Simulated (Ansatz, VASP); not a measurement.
**H12CO8: VASP beside Ansatz**

```
O H C
1.0
     6.26583    0.00000    0.00000
     0.00000    6.26583    0.00000
     0.00000    0.00000    6.26583
O H C
8 12 1
Direct
  0.28380 0.06839 0.83961
  0.45278 0.42750 0.41749
  0.10183 0.19392 0.22642
  0.26968 0.71003 0.10943
  0.91605 0.64226 0.89225
  0.97843 0.88550 0.54715
  0.74362 0.22437 0.82890
  0.64646 0.05244 0.14564
  0.20717 0.12211 0.96727
  0.17195 0.02854 0.73752
  0.42659 0.45164 0.56910
  0.57771 0.33535 0.41520
  0.21068 0.28305 0.29531
  0.09542 0.06543 0.31542
  0.33924 0.82009 0.02252
  0.37515 0.63949 0.19970
  0.89847 0.49038 0.86386
  0.04572 0.65086 0.98495
  0.83375 0.92245 0.50494
  0.95650 0.78211 0.66835
  0.69501 0.13849 0.98775
```

Alike in both runs: functional PBE; dispersion D3(BJ); k mesh 1 × 1 × 1; occupations fermi-dirac, width 0.02 eV; no spin polarisation.

Ansatz relaxed the structure, and its values are those at the end. VASP's run is a single point on that final structure, the one shown.

|  | VASP | Ansatz |
| --- | --- | --- |
| version | VASP 6.6.1 | Ansatz 0.2.0 |
| potentials or method | VASP PAW PBE potentials, release 64 (O, H, C), cutoff 520 eV | scalar-relativistic, plane waves, PAW |
| valence electrons in the cell | 64 | 64 |

|  | VASP | Ansatz | Ansatz less VASP |
| --- | --- | --- | --- |
| rms of the force components (eV/Å) | 0.118 | 0.076 | -0.0413 |

One of these differences is far larger than is usual between the two programs; its cause wasn't traced.

Noted on VASP's run: the standard files for N, O and F lose accuracy on very short bonds.
